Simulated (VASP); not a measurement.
# Ag3Sb2 (P-3m1) in VASP: single point with PBE

Aim: the single point of Ag3Sb2 with PBE.

Everything below comes from runs of VASP 6.6.1. Logs are shortened: lines on timing, memory, paths and dates and some standing lists are left out, and cuts for length are marked.

## Step 1: The cell of the first run

Symmetry: P-3m1, No. 164, trigonal system. Conventional cell: a = 4.384 Å, b = 4.384 Å, c = 7.259 Å, α = 90.00°, β = 90.00°, γ = 120.00°. Within 3.9 Å of Ag (site symmetry 3m) lie 6 Ag at 2.90 to 3.87 Å and 4 Sb at 2.92 to 2.95 Å. Within 3.9 Å of Ag (site symmetry -3m) lie 6 Sb at 2.90 Å and 6 Ag at 3.87 Å. Sb (site symmetry 3m) has 7 Ag at 2.90 to 2.95 Å and 3 Sb at 3.80 Å within 3.9 Å.

The cell was generated, and may not be a known phase.

## Step 2: Single point, PBE

Input file INCAR:

```
SYSTEM = Ag3Sb2
PREC = Accurate
ENCUT = 500
EDIFF = 1E-6
ISMEAR = 0
SIGMA = 0.2
LREAL = .False.
LASPH = .True.
NELM = 120
ALGO = Normal
ISIF = 2
LWAVE = .False.
LCHARG = .False.
GGA = PE
NBANDS = 30
GGA_COMPAT = .False.
```

Input file KPOINTS:

```
regular mesh
0
Gamma
  4 4 2
  0 0 0
```

Input file POSCAR:

```
Ag3Sb2
1.0
    4.3837211126     -0.0000000027      0.0000000000
   -2.1918605540      3.7964138480      0.0000000000
    0.0000000000      0.0000000000      7.2591798831
Ag Sb
3 2
Direct
    0.3333333333      0.6666666667      0.5970337673
    0.6666666667      0.3333333333      0.4029662327
    0.0000000000      0.0000000000      0.0000000000
    0.3333333333      0.6666666667      0.1954237172
    0.6666666667      0.3333333333      0.8045762828
```

Potentials or basis: VASP PAW PBE potentials, release 64 (Ag, Sb).

The run is started by

```console
cat potpaw_PBE.64/Ag/POTCAR potpaw_PBE.64/Sb/POTCAR > POTCAR
mpirun -np 1 vasp_std > vasp.out
```

OUTCAR:

```text
SYSTEM = Ag3Sb2
   PREC = Accurate
   ENCUT = 500
   EDIFF = 1E-6
   ISMEAR = 0
   LREAL = .False.
   LASPH = .True.
   NELM = 120
   ISIF = 2
   GGA = PE

 ion  position               nearest neighbor table
   1  0.333  0.667  0.597-   2 2.90   2 2.90   2 2.90   4 2.92   5 2.95   5 2.95   5 2.95
   2  0.667  0.333  0.403-   1 2.90   1 2.90   1 2.90   5 2.92   4 2.95   4 2.95   4 2.95
   3  0.000  0.000  0.000-   4 2.90   5 2.90   5 2.90   4 2.90   5 2.90   4 2.90
   4  0.333  0.667  0.195-   3 2.90   3 2.90   3 2.90   1 2.92   2 2.95   2 2.95   2 2.95
   5  0.667  0.333  0.805-   3 2.90   3 2.90   3 2.90   2 2.92   1 2.95   1 2.95   1 2.95

  LATTYP: Found a hexagonal cell.
 ALAT       =     4.3837211126
 C/A-ratio  =     1.6559401697

  Lattice vectors:

 A1 = (   4.3837211126,  -0.0000000027,   0.0000000000)
 A2 = (  -2.1918605540,   3.7964138480,   0.0000000000)
 A3 = (   0.0000000000,   0.0000000000,   7.2591798831)

Analysis of symmetry for initial positions (statically):
=====================================================================
 Subroutine PRICEL returns:
 Original cell was already a primitive cell.

 Routine SETGRP: Setting up the symmetry group for a
 hexagonal supercell.

 Subroutine GETGRP returns: Found 12 space group operations
 (whereof 12 operations were pure point group operations)
 out of a pool of 24 trial point group operations.

The static configuration has the point symmetry D_3d.

Analysis of symmetry for dynamics (positions and initial velocities):
=====================================================================
 Subroutine PRICEL returns:
 Original cell was already a primitive cell.

 Routine SETGRP: Setting up the symmetry group for a
 hexagonal supercell.

 Subroutine GETGRP returns: Found 12 space group operations
 (whereof 12 operations were pure point group operations)
 out of a pool of 24 trial point group operations.

The dynamic configuration has the point symmetry D_3d.

 Subroutine INISYM returns: Found 12 space group operations
 (whereof 12 operations are pure point group operations),
 and found     1 'primitive' translations

----------------------------------------------------------------------------------------

                                     Primitive cell

  volume of cell :     120.8103

  direct lattice vectors                    reciprocal lattice vectors
     4.383721113 -0.000000003  0.000000000     0.228116701  0.131703239  0.000000000
    -2.191860554  3.796413848  0.000000000     0.000000000  0.263406478  0.000000000
     0.000000000  0.000000000  7.259179883     0.000000000  0.000000000  0.137756608

  length of vectors
     4.383721113  4.383721113  7.259179883     0.263406478  0.263406478  0.137756608

  position of ions in fractional coordinates (direct lattice)
     0.333333333  0.666666667  0.597033767
     0.666666667  0.333333333  0.402966233
     0.000000000  0.000000000  0.000000000
     0.333333333  0.666666667  0.195423717
     0.666666667  0.333333333  0.804576283

  ion indices of the primitive-cell ions
   primitive index   ion index
                 1           1
                 2           2
                 3           3
                 4           4
                 5           5

----------------------------------------------------------------------------------------

 KPOINTS: regular mesh

Automatic generation of k-mesh.
 Grid dimensions read from file:
 generate k-points for:    4    4    2

 Generating k-lattice:

  Cartesian coordinates                     Fractional coordinates (reciprocal lattice)
     0.057029175  0.032925810  0.000000000     0.250000000  0.000000000  0.000000000
     0.000000000  0.065851619  0.000000000     0.000000000  0.250000000  0.000000000
     0.000000000  0.000000000  0.068878304     0.000000000  0.000000000  0.500000000

  Length of vectors
     0.065851619  0.065851619  0.068878304

  Shift w.r.t. Gamma in fractional coordinates (k-lattice)
     0.000000000  0.000000000  0.000000000

 Subroutine IBZKPT returns following result:
 ===========================================

 Found      8 irreducible k-points:

 Following reciprocal coordinates:
            Coordinates               Weight
  0.000000  0.000000  0.000000      1.000000
  0.250000  0.000000  0.000000      6.000000
  0.500000  0.000000  0.000000      3.000000
  0.250000  0.250000  0.000000      6.000000
  0.000000  0.000000  0.500000      1.000000
  0.250000  0.000000  0.500000      6.000000
  0.500000  0.000000  0.500000      3.000000
  0.250000  0.250000  0.500000      6.000000
   k-points           NKPTS =      8   k-points in BZ     NKDIM =      8   number of bands    NBANDS=     30
   number of dos      NEDOS =    301   number of ions     NIONS =      5
   total plane-waves  NPLWV =  55296
   dimension x,y,z NGX =    32 NGY =   32 NGZ =   54
   dimension x,y,z NGXF=    64 NGYF=   64 NGZF=  108
   ions per type =               3   2
   NGX,Y,Z   is equivalent  to a cutoff of  12.14, 12.14, 12.37 a.u.
   NGXF,Y,Z  is equivalent  to a cutoff of  24.27, 24.27, 24.73 a.u.
 SYSTEM =  Ag3Sb2
   PREC   = accura    normal or accurate (medium, high low for compatibility)
   ISTART =      0    job   : 0-new  1-cont  2-samecut
   ICHARG =      2    charge: 1-file 2-atom 10-const
   ISPIN  =      1    spin polarized calculation?
   LNONCOLLINEAR =      F non collinear calculations
   LSORBIT =      F    spin-orbit coupling
   LASPH  =      T    aspherical Exc in radial PAW
   ENCUT  =  500.0 eV  36.75 Ry    6.06 a.u.   7.99  7.99 13.24*2*pi/ulx,y,z
   NELM   =    120;   NELMIN=  2; NELMDL= -5     # of ELM steps
   EDIFF  = 0.1E-05   stopping-criterion for ELM
   LREAL  =      F    real-space projection
   EDIFFG = 0.1E-04   stopping-criterion for IOM
   NSW    =      0    number of steps for IOM
   IBRION =     -1    ionic relax: 0-MD 1-quasi-New 2-CG
   NFREE  =      0    steps in history (QN), initial steepest desc. (CG)
   ISIF   =      2    stress and relaxation
   ISYM   =      2    0-nonsym 1-usesym 2-fastsym
   POTIM  = 0.5000    time-step for ionic-motion
   TEBEG  =    0.0;   TEEND  =   0.0 temperature during run
   PSTRESS=    0.0 pullay stress
   NELECT =      43.0000    total number of electrons
   NUPDOWN=      -1.0000    fix difference up-down
   EMIN   =  10.00;   EMAX   =-10.00  energy-range for DOS
   EFERMI =   0.00;   METHOD = LEGACY
   ISMEAR =     0;   SIGMA  =   0.20  broadening in eV -4-tet -1-fermi 0-gaus
   EFERMI_NEDOS =   21; number of points for ismear=-14 and -15
   IALGO  =     38    algorithm
   IMIX   =      4    mixing-type and parameters
     AMIX     =   0.40;   BMIX     =  1.00
     AMIX_MAG =   1.60;   BMIX_MAG =  1.00
  volume/ion in A,a.u.               =      24.16       163.05
  Fermi-wavevector in a.u.,A,eV,Ry     =   1.160191  2.192444 18.314042  1.346044
  Thomas-Fermi vector in A             =   2.296776
   LORBIT       =      0    0 simple, 1 ext, 2 COOP (PROOUT), +10 PAW based schemes
   GGA     = PE    functional components
   LHFCALC =     F    Hartree Fock is set to
   AEXX    =    0.0000 exact exchange contribution
   IVDW    =     0    specifies the selected vdW correction
   LEPSILON=     F    determine dielectric tensor
   LRPA    =     F    only Hartree local field effects (RPA)
 non-spin polarized calculation
 Gauss-broadening in eV      SIGMA  =   0.20
  energy-cutoff  :      500.00
  volume of cell :      120.81
 maximum number of plane-waves:      3090
 NGX is ok and might be reduce to    32
   NGX = 15   NGY = 15   NGZ = 27

 number of electron      43.0000007 magnetization

 Free energy of the ion-electron system (eV)
  ---------------------------------------------------
  ext. energy  EPLUGINS =         0.00000000
  ---------------------------------------------------
  free energy    TOTEN  =       -15.61692923 eV

  energy without entropy =      -15.54341116  energy(sigma->0) =      -15.58017020

 E-fermi :   6.4848     XC(G=0): -10.3297

 val. band max:        6.4236621051   @ k =   0.2500   0.0000   0.5000
 cond. band min:       6.5278006693   @ k =   0.2500   0.2500   0.5000
 fundamental gap:      0.1041385641
 Fermi energy:         6.4847639463

 k-point     1 :       0.0000    0.0000    0.0000
  band No.  band energies     occupation
      1      -4.0854      2.00000
      2      -2.4879      2.00000
      3       0.9345      2.00000
      4       1.3738      2.00000
      5       1.3738      2.00000
      6       1.6005      2.00000
[... 22 lines left out ...]
     29      12.8322      0.00000
     30      12.8322      0.00000

 k-point     2 :       0.2500    0.0000    0.0000
  band No.  band energies     occupation
      1      -3.6175      2.00000
      2      -2.4551      2.00000
      3       1.2921      2.00000
      4       1.3571      2.00000
      5       1.3879      2.00000
      6       1.5659      2.00000
[... 22 lines left out ...]
     29      12.6718      0.00000
     30      13.7558      0.00000

 k-point     3 :       0.5000    0.0000    0.0000
  band No.  band energies     occupation
      1      -2.8220      2.00000
      2      -2.6277      2.00000
      3       1.1847      2.00000
      4       1.4378      2.00000
      5       1.4844      2.00000
      6       1.5982      2.00000
[... 22 lines left out ...]
     29      13.7849      0.00000
     30      13.8604      0.00000

 k-point     4 :       0.2500    0.2500    0.0000
  band No.  band energies     occupation
      1      -2.9450      2.00000
      2      -2.4995      2.00000
      3       1.2779      2.00000
      4       1.5249      2.00000
      5       1.5729      2.00000
      6       1.5892      2.00000
[... 22 lines left out ...]
     29      13.8130      0.00000
     30      14.5287      0.00000

 k-point     5 :       0.0000    0.0000    0.5000
  band No.  band energies     occupation
      1      -3.8443      2.00000
      2      -2.9526      2.00000
      3       0.9642      2.00000
      4       1.2240      2.00000
      5       1.2240      2.00000
      6       1.6130      2.00000
[... 22 lines left out ...]
     29      12.7545      0.00000
     30      13.4025      0.00000

 k-point     6 :       0.2500    0.0000    0.5000
  band No.  band energies     occupation
      1      -3.4054      2.00000
      2      -2.7590      2.00000
      3       1.0349      2.00000
      4       1.2092      2.00000
      5       1.3978      2.00000
      6       1.5859      2.00000
[... 22 lines left out ...]
     29      13.0890      0.00000
     30      13.6206      0.00000

 k-point     7 :       0.5000    0.0000    0.5000
  band No.  band energies     occupation
      1      -2.7043      2.00000
      2      -2.6877      2.00000
      3       0.8146      2.00000
      4       1.4672      2.00000
      5       1.5333      2.00000
      6       1.5969      2.00000
[... 22 lines left out ...]
     29      13.8673      0.00000
     30      13.8925      0.00000

 k-point     8 :       0.2500    0.2500    0.5000
  band No.  band energies     occupation
      1      -2.8130      2.00000
      2      -2.5987      2.00000
      3       1.1616      2.00000
      4       1.2801      2.00000
      5       1.5804      2.00000
      6       1.6353      2.00000
[... 22 lines left out ...]
     29      13.1023      0.00000
     30      13.3127      0.00000

------------------------ aborting loop because EDIFF is reached ----------------------------------------

  FORCE on cell =-STRESS in cart. coord.  units (eV):
  Direction    XX          YY          ZZ          XY          YZ          ZX
  --------------------------------------------------------------------------------------
  -------------------------------------------------------------------------------------
  Total       -0.2301140     -0.2301140      0.1418503      0.0000000     -0.0000000     -0.0000000
  in kB       -3.0517551     -3.0517551      1.8812076      0.0000000     -0.0000000     -0.0000000
  external PRESSURE =      -1.4074342 kB  Pullay stress =       0.0000000 kB

 VOLUME and BASIS-vectors are now :
 -----------------------------------------------------------------------------
  energy-cutoff  :      500.00
  volume of cell :      120.81
      direct lattice vectors                 reciprocal lattice vectors
     4.383721113 -0.000000003  0.000000000     0.228116701  0.131703239  0.000000000
    -2.191860554  3.796413848  0.000000000     0.000000000  0.263406478  0.000000000
     0.000000000  0.000000000  7.259179883     0.000000000  0.000000000  0.137756608

 POSITION                                       TOTAL-FORCE (eV/Angst)
 -----------------------------------------------------------------------------------
      0.00000      2.53094      4.33398         0.000000      0.000000      0.040140
      2.19186      1.26547      2.92520         0.000000      0.000000     -0.040140
      0.00000      0.00000      0.00000        -0.000000      0.000000      0.000000
      0.00000      2.53094      1.41862        -0.000000      0.000000      0.013660
      2.19186      1.26547      5.84056        -0.000000     -0.000000     -0.013660
 -----------------------------------------------------------------------------------
    total drift:                               -0.000000      0.000000     -0.000000

  FREE ENERGIE OF THE ION-ELECTRON SYSTEM (eV)
  ---------------------------------------------------
  free  energy   TOTEN  =       -15.6169292319 eV

  energy  without entropy=      -15.5434111597  energy(sigma->0) =      -15.58017020
```

Run time: 33 s. Hardware: 1 thread of AMD EPYC 7R13, shared host; peak memory 0.2 GiB.

Results:

* Free energy: -15.6169 eV
* Pressure: -0.1 GPa
* Largest force: 0.040 eV/Å
* Band gap on the k mesh: zero (an odd number of electrons rules out a gap without spin polarisation)

Forces on the atoms (eV/Å):
```
Ag   0.000  0.000  0.040
Ag   0.000  0.000 -0.040
Ag   0.000  0.000  0.000
Sb   0.000  0.000  0.014
Sb   0.000  0.000 -0.014
```

Caveat: the k points lie up to 0.43 Å⁻¹ apart, too coarse for converged energies and pressures of a metal; spin-orbit coupling is left out, which moves the levels of the heavy elements.

The gap in the log of VASP goes by the Fermi energy; the results here count the filled bands.